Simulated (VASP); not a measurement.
# Pb in VASP: a series of runs, part 2 of 2

VASP 6.6.1.

## (3) Relaxation of cell and atoms, PBEsol

This run uses another cell than the first one, of 30.91 Å³/atom, 1.034 times its volume.

Input file INCAR:

```
PREC = Accurate
ENCUT = 600
EDIFF = 1E-6
ISMEAR = -1
SIGMA = 0.05
LREAL = False
LASPH = True
NELM = 80
ALGO = Fast
ISIF = 3
LWAVE = False
LCHARG = False
GGA = PS
IBRION = 2
NSW = 60
EDIFFG = -0.01
```

Input file KPOINTS:

```
regular mesh
0
Gamma
  9 9 3
```

Input file POSCAR:

```
Pb
1.0
    3.5243661423      0.0000000000      0.0000000000
   -1.7621830712      3.0521906115      0.0000000000
    0.0000000000      0.0000000000     11.4952418100
Pb
4
Direct
    0.6666666667      0.3333333333      0.7500000000
    0.0000000000      0.0000000000      0.5000000000
    0.3333333333      0.6666666667      0.2500000000
    0.0000000000      0.0000000000      0.0000000000
```

Potentials or basis: VASP PAW PBE potentials, release 64 (Pb_d).

Command:

```sh
cat potpaw_PBE.64/Pb_d/POTCAR > POTCAR
mpirun -np 1 vasp_std > vasp.out
```

It took 8.1 min on 1 thread of Intel Xeon Platinum 8259CL at 2.50GHz (Skylake/Cascade Lake), shared host; peak memory 0.31 GiB.

It converged, with:

```
Free energy                            : -16.0267 eV
Relaxed volume                         : 29.88 Å³/atom
Relaxed cell                           : a = 3.477 Å, b = 3.477 Å, c = 11.418 Å, α = 90.00°, β = 90.00°, γ = 120.00°
Space group after relaxing (to 0.05 Å) : P6_3/mmc (No. 194)
Energy gained by relaxing              : 5.3 meV/atom
Ionic steps                            : 6
Pressure after relaxing                : 0.0 GPa
Band gap on the k mesh                 : zero (band 28 reaches 13.08 eV, above the bottom of band 29 at 5.15 eV)
```

Step by step:
| step | energy change (eV) | largest force (eV/Å) | pressure (GPa) | volume (Å³) |
| --- | --- | --- | --- | --- |
| 1 | 0.0000 | 0.0000 | -1.54 | 123.65 |
| 2 | -0.0193 | 0.0000 | 0.59 | 118.40 |
| 3 | -0.0209 | 0.0000 | -0.03 | 119.57 |
| 4 | -0.0209 | 0.0000 | 0.03 | 119.48 |
| 5 | -0.0211 | 0.0000 | 0.01 | 119.50 |
| 6 | -0.0211 | 0.0000 | 0.01 | 119.51 |

Final structure:
```
Pb
1.0
     3.47653    0.00000    0.00000
    -1.73827    3.01077    0.00000
     0.00000    0.00000   11.41795
Pb
4
Direct
  0.66667 0.33333 0.75000
  0.00000 0.00000 0.50000
  0.33333 0.66667 0.25000
  0.00000 0.00000 0.00000
```

Levels at points of the mesh, in eV from the Fermi level:
| k point | band 25 | band 26 | band 27 | band 28 | band 29 | band 30 | band 31 | band 32 |
| --- | --- | --- | --- | --- | --- | --- | --- | --- |
| (0.00, 0.00, 0.00) | -4.27 | 0.73 | 0.74 | 5.75 | 5.75 | 6.55 | 6.55 | 6.62 |

Caveat: the PAW data sets were made with another functional, which shifts forces and pressure a little; spin-orbit coupling is left out, which moves the levels of the heavy elements.

## (4) Relaxation of cell and atoms, PBEsol, target pressure 2 GPa, at which the enthalpy is minimised

This run uses another cell than the first one, of 30.91 Å³/atom, 1.034 times its volume.

Input file INCAR:

```
SYSTEM = Pb
PREC = Accurate ; ENCUT = 600
EDIFF = 1E-6 ; ISMEAR = -1
SIGMA = 0.05 ; LREAL = .FALSE.
LASPH = .TRUE. ; NELM = 60
ALGO = Fast ; ISIF = 3
LWAVE = .FALSE. ; LCHARG = .FALSE.
GGA = PS ; IBRION = 2
NSW = 60 ; EDIFFG = -0.01
PSTRESS = 20.0
```

Input file KPOINTS:

```
Automatic mesh
0
G
  9 9 3
  0 0 0
```

POSCAR is that of step 3.

Potentials or basis: VASP PAW PBE potentials, release 64 (Pb_d).

Command:

```sh
cat potpaw_PBE.64/Pb_d/POTCAR > POTCAR
mpirun -np 1 vasp_std > vasp.out
```

OUTCAR:

```text
SYSTEM = Pb
   PREC = Accurate
   ENCUT = 600
   EDIFF = 1E-6
   ISMEAR = -1
   LREAL = .FALSE.
   LASPH = .TRUE.
   NELM = 60
   ISIF = 3
   GGA = PS
   IBRION = 2
   NSW = 60
   EDIFFG = -0.01
   PSTRESS = 20.0

 ion  position               nearest neighbor table
   1  0.667  0.333  0.750-   2 3.52   4 3.52   2 3.52   4 3.52   2 3.52   4 3.52
   2  0.000  0.000  0.500-   1 3.52   3 3.52   1 3.52   3 3.52   1 3.52   3 3.52
   3  0.333  0.667  0.250-   2 3.52   4 3.52   2 3.52   4 3.52   2 3.52   4 3.52
   4  0.000  0.000  0.000-   1 3.52   3 3.52   1 3.52   3 3.52   1 3.52   3 3.52

  LATTYP: Found a hexagonal cell.
 ALAT       =     3.5243661423
 C/A-ratio  =     3.2616480087

  Lattice vectors:
[... 188 lines left out ...]

  FORCE on cell =-STRESS in cart. coord.  units (eV):
  Direction    XX          YY          ZZ          XY          YZ          ZX
  --------------------------------------------------------------------------------------
  -------------------------------------------------------------------------------------
  Total       -1.3069248     -1.3069248     -0.9579067      0.0000000      0.0000000      0.0000000
  in kB      -16.9336435    -16.9336435    -12.4114637      0.0000000      0.0000000      0.0000000
  external PRESSURE =     -35.4262502 kB  Pullay stress =      20.0000000 kB
[... 307 lines left out ...]
--------------------------------------- Ionic step        9  -------------------------------------------

 number of electron      55.9999994 magnetization

 Free energy of the ion-electron system (eV)
  ---------------------------------------------------
  ext. energy  EPLUGINS =         0.00000000
  ---------------------------------------------------
  free energy    TOTEN  =       -16.00100526 eV

  energy without entropy =      -15.99356712  energy(sigma->0) =      -15.99728619

 E-fermi :   7.6742     XC(G=0): -10.5930

 val. band max:        7.5089417543   @ k =   0.3333   0.1111   0.3333
 cond. band min:       7.6813344626   @ k =   0.3333   0.0000   0.3333
 fundamental gap:      0.1723927083
 Fermi energy:         7.6741964473

 k-point     1 :       0.0000    0.0000    0.0000
  band No.  band energies     occupation
      1      -9.4009      2.00000
      2      -9.3851      2.00000
      3      -9.3521      2.00000
      4      -9.3521      2.00000
      5      -9.3408      2.00000
      6      -9.3396      2.00000
[... 888 lines left out ...]
  energy  without entropy=      -15.9935671244  energy(sigma->0) =      -15.99728619

  enthalpy is  TOTEN    =       -14.5631118789 eV   P V=        1.4378933790

 reached required accuracy - stopping structural energy minimisation
```

OSZICAR:

```text
N       E                     dE             d eps       ncg     rms          rms(c)
DAV:   1     0.692858027014E+03    0.69286E+03   -0.30009E+04  1584   0.226E+03
DAV:   2     0.492209649403E+02   -0.64364E+03   -0.63780E+03  1585   0.557E+02
DAV:   3    -0.134990225782E+02   -0.62720E+02   -0.62013E+02  1900   0.218E+02
[... 84 lines left out ...]
RMM:   3    -0.160009829099E+02    0.31467E-03   -0.18060E-03  1595   0.468E-01    0.918E-03
RMM:   4    -0.160010010400E+02   -0.18130E-04   -0.31221E-04  1827   0.148E-01    0.307E-03
RMM:   5    -0.160010039870E+02   -0.29470E-05   -0.44171E-05  1756   0.643E-02    0.487E-03
RMM:   6    -0.160010043479E+02   -0.36093E-06   -0.11076E-05  1564   0.454E-02    0.147E-03
RMM:   7    -0.160010052580E+02   -0.91007E-06   -0.53965E-06  1268   0.222E-02
   9 F= -.14563112E+02 E0= -.14559393E+02  d E =-.318926E-04
```

It took 11 min on 1 thread of Intel Xeon Platinum 8259CL at 2.50GHz (Skylake/Cascade Lake), shared host; peak memory 0.32 GiB.

What came out:

```yaml
Free_energy: -16.0010 eV
Relaxed_volume: 28.80 Å³/atom
Relaxed_cell: a = 3.434 Å, b = 3.434 Å, c = 11.278 Å, α = 90.00°, β = 90.00°, γ = 120.00°
Space_group_after_relaxing_to_0.05_Å: P6_3/mmc (No. 194)
Energy_change_on_relaxing_the_enthalpy_is_what_falls: +1.2 meV/atom
Ionic_steps: 9
Pressure_after_relaxing: 2.0 GPa
Band_gap_on_the_k_mesh: zero (band 28 reaches 13.72 eV, above the bottom of band 29 at 5.47 eV)
```

The path:
```csv
step,energy change (eV),largest force (eV/Å),pressure (GPa),volume (Å³)
1,0.0000,0.0000,-1.54,123.65
2,0.0650,0.0000,3.86,111.82
3,0.0056,0.0000,1.97,115.13
4,0.0077,0.0000,2.04,114.96
5,0.0074,0.0000,2.07,114.97
6,0.0074,0.0000,2.09,114.97
7,0.0074,0.0000,2.08,114.97
8,0.0074,0.0000,2.07,114.97
9,0.0047,0.0000,1.97,115.19
```

Final structure:
```yaml
crystal:
  lattice:
    - [3.43416, 0.00000, 0.00000]
    - [-1.71708, 2.97407, 0.00000]
    - [0.00000, 0.00000, 11.27807]
  atoms:
    - { symbol: Pb, position: [0.66667, 0.33333, 0.75000] }
    - { symbol: Pb, position: [0.00000, 0.00000, 0.50000] }
    - { symbol: Pb, position: [0.33333, 0.66667, 0.25000] }
    - { symbol: Pb, position: [0.00000, 0.00000, 0.00000] }
```

Levels at points of the mesh, in eV from the Fermi level:
| k point | band 26 | band 27 | band 28 | band 29 | band 30 | band 31 |
| --- | --- | --- | --- | --- | --- | --- |
| (0.00, 0.00, 0.00) | 0.77 | 0.77 | 5.94 | 5.94 | 6.78 | 6.78 |

Caveat: the cell is relaxed towards a set pressure, so the enthalpy falls and the energy may rise; the PAW data sets were made with another functional, which shifts forces and pressure a little; spin-orbit coupling is left out, which moves the levels of the heavy elements.

## (5) Single point, PBE (atoms moved at random)

Input file INCAR:

```
SYSTEM = Pb
PREC = Accurate
ENCUT = 520
EDIFF = 1E-6
ISMEAR = -1
SIGMA = 0.05
LREAL = .False.
LASPH = .True.
NELM = 100
ALGO = Fast
ISIF = 2
LWAVE = .False.
LCHARG = .False.
GGA = PE
NBANDS = 36
```

Input file KPOINTS:

```
Automatic mesh
0
Gamma
  9 9 3
  0 0 0
```

Input file POSCAR:

```
Pb
1.0
    3.5243661423      0.0000000000      0.0000000000
   -1.7621830712      3.0521906115      0.0000000000
    0.0000000000      0.0000000000     11.4952418100
Pb
4
Direct
    0.6791310000      0.3412890000      0.7510270000
   -0.0156330000     -0.0036350000      0.5037530000
    0.3412300000      0.6808540000      0.2538540000
    0.0024170000      0.0016330000      0.0014650000
```

Command:

```sh
cat potpaw_PBE.64/Pb_d/POTCAR > POTCAR
mpirun -np 1 vasp_std > vasp.out
```

Wall time 10 min (1 thread of Oxide Virtual Turin-like, shared host); peak memory 0.48 GiB.

The run converged. Its results:

```yaml
Free_energy: -14.2559 eV
Pressure: 1.2 GPa
Largest_force: 0.068 eV/Å
Band_gap_on_the_k_mesh: zero (band 28 reaches 12.58 eV, above the bottom of band 29 at 5.06 eV)
```

Forces in eV/Å, atoms in the order of the input:
```
Pb  -0.023 -0.008  0.064
Pb   0.029  0.017 -0.049
Pb  -0.007 -0.018 -0.053
Pb   0.001  0.008  0.038
```

Stress tensor (GPa, compression positive):
```
 1.07 -0.02  0.00
-0.02  1.05  0.01
 0.00  0.01  1.55
```

Levels at points of the mesh, in eV from the Fermi level:
| k point | band 25 | band 26 | band 27 | band 28 | band 29 | band 30 | band 31 | band 32 |
| --- | --- | --- | --- | --- | --- | --- | --- | --- |
| (0.00, 0.00, 0.00) | -4.09 | 0.75 | 0.76 | 5.44 | 5.49 | 6.22 | 6.22 | 6.33 |

Caveat: the cell differs from its parent crystal (atoms moved at random); spin-orbit coupling is left out, which moves the levels of the heavy elements.

## (6) The runs side by side

| task | level | cell | cutoff (eV) | gap on the mesh (eV) | pressure (GPa) |
| --- | --- | --- | --- | --- | --- |
| single point | PBEsol | a = 3.478, b = 3.478, c = 11.416 Å, angles 90.0, 90.0, 120.0°, 4 atoms | 520 | none | -0.1 |
| relaxation of cell and atoms | PBEsol | relaxed from a = 3.524, b = 3.524, c = 11.495 Å, angles 90.0, 90.0, 120.0°, 4 atoms | 600 | none | 0.0 |
| relaxation of cell and atoms | PBEsol | relaxed to 2 GPa from a = 3.524, b = 3.524, c = 11.495 Å, angles 90.0, 90.0, 120.0°, 4 atoms | 600 | none | 2.0 |
| single point | PBE | a = 3.524, b = 3.524, c = 11.495 Å, angles 90.0, 90.0, 120.0°, 4 atoms | 520 | none | 1.2 |

Alike in all rows: potentials or basis VASP PAW PBE potentials, release 64 (Pb_d); no spin polarisation; k mesh 9 × 9 × 3; smearing fermi-dirac 0.05 eV.

Caveats: spin-orbit coupling is left out, which moves the levels of the heavy elements; the PAW data sets were made with another functional, which shifts forces and pressure a little (some runs); the cell is relaxed towards a set pressure, so the enthalpy falls and the energy may rise (some runs).

Total energies depend on the potentials used, so only differences within one code and one set of settings carry meaning.
